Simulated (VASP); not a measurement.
# Zn2Sb3O2 (Cmmm) in VASP: single point with PBE

Aim: the single point of Zn2Sb3O2 with PBE.

Everything below comes from runs of VASP 6.6.1. Logs are shortened: lines on timing, memory, paths and dates and some standing lists are left out, and cuts for length are marked.

**1. The cell of the first run**

The structure is orthorhombic, space group Cmmm (No. 65). The conventional cell has a = 4.508 Å, b = 20.900 Å, c = 3.131 Å, α = 90.00°, β = 90.00°, γ = 90.00°. Zn (site symmetry m2m) has 4 O at 2.80 Å and 4 Sb at 3.12 Å and 2 Zn at 3.13 Å within 3.7 Å. Within 2.7 Å of Sb (site symmetry m2m) lie 1 O at 2.05 Å. Within 2.8 Å of Sb (site symmetry mmm) lie 2 O at 2.13 Å. O (site symmetry m2m) has 2 Sb at 2.05 to 2.13 Å within 2.7 Å.

**2. Single point, PBE**

File INCAR:

```
PREC = Accurate
ENCUT = 520
EDIFF = 1E-6
ISMEAR = 0
SIGMA = 0.2
LREAL = F
LASPH = T
NELM = 80
ALGO = Normal
ISIF = 2
LWAVE = F
LCHARG = T
GGA = PE
LELF = T
LVHAR = T
NBANDS = 34
```

File KPOINTS:

```
Automatic mesh
0
Gamma
  5 5 4
```

File POSCAR:

```
Zn2Sb3O2
1.0
    2.2540581602    -10.4501453111      0.0000000000
    2.2540581602     10.4501453111      0.0000000000
    0.0000000000      0.0000000000      3.1312817078
Zn Sb O
2 3 2
Direct
    0.1283729293      0.8716270707      0.0000000000
    0.8716270707      0.1283729293      0.0000000000
    0.6997453824      0.3002546176      0.5000000000
    0.3002546176      0.6997453824      0.5000000000
    0.5000000000      0.5000000000      0.5000000000
    0.6018470584      0.3981529416      0.5000000000
    0.3981529416      0.6018470584      0.5000000000
```

Potentials or basis: VASP PAW PBE potentials, release 64 (Zn, Sb, O).

Run with:

```sh
$ cat potpaw_PBE.64/Zn/POTCAR potpaw_PBE.64/Sb/POTCAR potpaw_PBE.64/O/POTCAR > POTCAR
$ mpirun -np 1 vasp_std > vasp.out
```

OUTCAR:

```text
PREC = Accurate
   ENCUT = 520
   EDIFF = 1E-6
   ISMEAR = 0
   LREAL = F
   LASPH = T
   NELM = 80
   ISIF = 2
   GGA = PE

 ion  position               nearest neighbor table
   1  0.128  0.872  0.000-   3 3.12   3 3.12   3 3.12   3 3.12
   2  0.872  0.128  0.000-   4 3.12   4 3.12   4 3.12   4 3.12
   3  0.700  0.300  0.500-   6 2.05   4 3.08   4 3.08   1 3.12   1 3.12   1 3.12   1 3.12
   4  0.300  0.700  0.500-   7 2.05   3 3.08   3 3.08   2 3.12   2 3.12   2 3.12   2 3.12
   5  0.500  0.500  0.500-   6 2.13   7 2.13
   6  0.602  0.398  0.500-   3 2.05   5 2.13
   7  0.398  0.602  0.500-   4 2.05   5 2.13

  LATTYP: Found a base centered orthorhombic cell.
 ALAT       =     4.5081163204
 B/A-ratio  =     4.6361471481
 C/A-ratio  =     0.6945876027

  Lattice vectors:

 A1 = (   2.2540581602, -10.4501453111,   0.0000000000)
 A2 = (   2.2540581602,  10.4501453111,   0.0000000000)
 A3 = (   0.0000000000,   0.0000000000,   3.1312817078)

Analysis of symmetry for initial positions (statically):
=====================================================================
 Subroutine PRICEL returns:
 Original cell was already a primitive cell.

 Routine SETGRP: Setting up the symmetry group for a
 base centered orthorhombic supercell.

 Subroutine GETGRP returns: Found  8 space group operations
 (whereof  8 operations were pure point group operations)
 out of a pool of  8 trial point group operations.

The static configuration has the point symmetry D_2h.

Analysis of symmetry for dynamics (positions and initial velocities):
=====================================================================
 Subroutine PRICEL returns:
 Original cell was already a primitive cell.

 Routine SETGRP: Setting up the symmetry group for a
 base centered orthorhombic supercell.

 Subroutine GETGRP returns: Found  8 space group operations
 (whereof  8 operations were pure point group operations)
 out of a pool of  8 trial point group operations.

The dynamic configuration has the point symmetry D_2h.

 Subroutine INISYM returns: Found  8 space group operations
 (whereof  8 operations are pure point group operations),
 and found     1 'primitive' translations

----------------------------------------------------------------------------------------

                                     Primitive cell

  volume of cell :     147.5162

[... 96 lines left out ...]
   ENCUT  =  520.0 eV  38.22 Ry    6.18 a.u.  19.88 19.88  5.82*2*pi/ulx,y,z
   NELM   =     80;   NELMIN=  2; NELMDL= -5     # of ELM steps
   EDIFF  = 0.1E-05   stopping-criterion for ELM
   LREAL  =      F    real-space projection
   EDIFFG = 0.1E-04   stopping-criterion for IOM
   NSW    =      0    number of steps for IOM
   IBRION =     -1    ionic relax: 0-MD 1-quasi-New 2-CG
   NFREE  =      0    steps in history (QN), initial steepest desc. (CG)
   ISIF   =      2    stress and relaxation
   ISYM   =      2    0-nonsym 1-usesym 2-fastsym
   POTIM  = 0.5000    time-step for ionic-motion
   TEBEG  =    0.0;   TEEND  =   0.0 temperature during run
   PSTRESS=    0.0 pullay stress
   NELECT =      51.0000    total number of electrons
   NUPDOWN=      -1.0000    fix difference up-down
   EMIN   =  10.00;   EMAX   =-10.00  energy-range for DOS
   EFERMI =   0.00;   METHOD = LEGACY
   ISMEAR =     0;   SIGMA  =   0.20  broadening in eV -4-tet -1-fermi 0-gaus
   EFERMI_NEDOS =   21; number of points for ismear=-14 and -15
   IALGO  =     38    algorithm
   IMIX   =      4    mixing-type and parameters
     AMIX     =   0.40;   BMIX     =  1.00
     AMIX_MAG =   1.60;   BMIX_MAG =  1.00
  volume/ion in A,a.u.               =      21.07       142.21
  Fermi-wavevector in a.u.,A,eV,Ry     =   1.148996  2.171287 17.962287  1.320191
  Thomas-Fermi vector in A             =   2.285668
   LORBIT       =      0    0 simple, 1 ext, 2 COOP (PROOUT), +10 PAW based schemes
   GGA     = PE    functional components
   LHFCALC =     F    Hartree Fock is set to
   AEXX    =    0.0000 exact exchange contribution
   IVDW    =     0    specifies the selected vdW correction
   LEPSILON=     F    determine dielectric tensor
   LRPA    =     F    only Hartree local field effects (RPA)
 non-spin polarized calculation
 Gauss-broadening in eV      SIGMA  =   0.20
  energy-cutoff  :      520.00
  volume of cell :      147.52
 maximum number of plane-waves:      4008
   NGX = 39   NGY = 39   NGZ = 11

 number of electron      50.9999982 magnetization

 Free energy of the ion-electron system (eV)
  ---------------------------------------------------
  ext. energy  EPLUGINS =         0.00000000
  ---------------------------------------------------
  free energy    TOTEN  =       -24.76264531 eV

  energy without entropy =      -24.70783509  energy(sigma->0) =      -24.73524020

 E-fermi :   5.0161     XC(G=0):  -9.8205

 val. band max:        5.0044136195   @ k =  -0.4000   0.4000   0.0000
 cond. band min:       5.0219843493   @ k =   0.2000   0.2000   0.5000
 fundamental gap:      0.0175707298
 Fermi energy:         5.0160573662

 k-point     1 :       0.0000    0.0000    0.0000
  band No.  band energies     occupation
      1     -13.7913      2.00000
      2     -13.7241      2.00000
      3      -7.0041      2.00000
      4      -5.0542      2.00000
      5      -4.8049      2.00000
      6      -1.8994      2.00000
[... 877 lines left out ...]
     33       9.1190      0.00000
     34      10.0164      0.00000

 [... further k-points ...]
[... 5 lines left out ...]
  --------------------------------------------------------------------------------------
  -------------------------------------------------------------------------------------
  Total       -0.3352065      0.0480245      0.2536833      0.0000000      0.0000000      0.0000000
  in kB       -3.6406877      0.5215951      2.7552620      0.0000000      0.0000000      0.0000000
  external PRESSURE =      -0.1212769 kB  Pullay stress =       0.0000000 kB

 VOLUME and BASIS-vectors are now :
 -----------------------------------------------------------------------------
  energy-cutoff  :      520.00
  volume of cell :      147.52
      direct lattice vectors                 reciprocal lattice vectors
     2.254058160-10.450145311  0.000000000     0.221822138 -0.047846225  0.000000000
     2.254058160 10.450145311  0.000000000     0.221822138  0.047846225  0.000000000
     0.000000000  0.000000000  3.131281708     0.000000000  0.000000000  0.319358044

 POSITION                                       TOTAL-FORCE (eV/Angst)
 -----------------------------------------------------------------------------------
      2.25406      7.76711      0.00000         0.000000     -0.013054     -0.000000
      2.25406     -7.76711      0.00000         0.000000      0.013054     -0.000000
      2.25406     -4.17474      1.56564         0.000000     -0.042059     -0.000000
      2.25406      4.17474      1.56564         0.000000      0.042059      0.000000
      2.25406      0.00000      1.56564        -0.000000      0.000000     -0.000000
      2.25406     -2.12863      1.56564         0.000000      0.105984     -0.000000
      2.25406      2.12863      1.56564         0.000000     -0.105984     -0.000000
 -----------------------------------------------------------------------------------
    total drift:                               -0.000000     -0.000000     -0.000000

  FREE ENERGIE OF THE ION-ELECTRON SYSTEM (eV)
  ---------------------------------------------------
  free  energy   TOTEN  =       -24.7626453065 eV

  energy  without entropy=      -24.7078350856  energy(sigma->0) =      -24.73524020
```

stdout:

```text
POSCAR found type information on POSCAR ZnSbO
 POSCAR found :  3 types and       7 ions
 scaLAPACK will be used
 LDA part: xc-table for (Slater+PW92), standard interpolation
 POSCAR, INCAR and KPOINTS ok, starting setup
 FFT: planning ... GRIDC
 FFT: planning ... GRID_SOFT
 FFT: planning ... GRID
 WAVECAR not read
 entering main loop
```

It took 6.7 min on 1 thread of AMD EPYC 7R13 (Zen 3), shared host; peak memory 0.43 GiB.

What came out:

- Free energy: -24.7626 eV
- Pressure: 0.0 GPa
- Largest force: 0.106 eV/Å

Forces on the atoms (eV/Å):
```
Zn   0.000 -0.013  0.000
Zn   0.000  0.013  0.000
Sb   0.000 -0.042  0.000
Sb   0.000  0.042  0.000
Sb   0.000  0.000  0.000
O    0.000  0.106  0.000
O    0.000 -0.106  0.000
```

Stress tensor (GPa, compression positive):
```
-0.36  0.00  0.00
 0.00  0.05  0.00
 0.00  0.00  0.28
```

Caveat: the k points lie up to 0.50 Å⁻¹ apart; spin-orbit coupling is left out, which moves the levels of the heavy elements; an odd number of electrons without spin polarisation forces a metal; a magnetic or distorted state may lie lower.
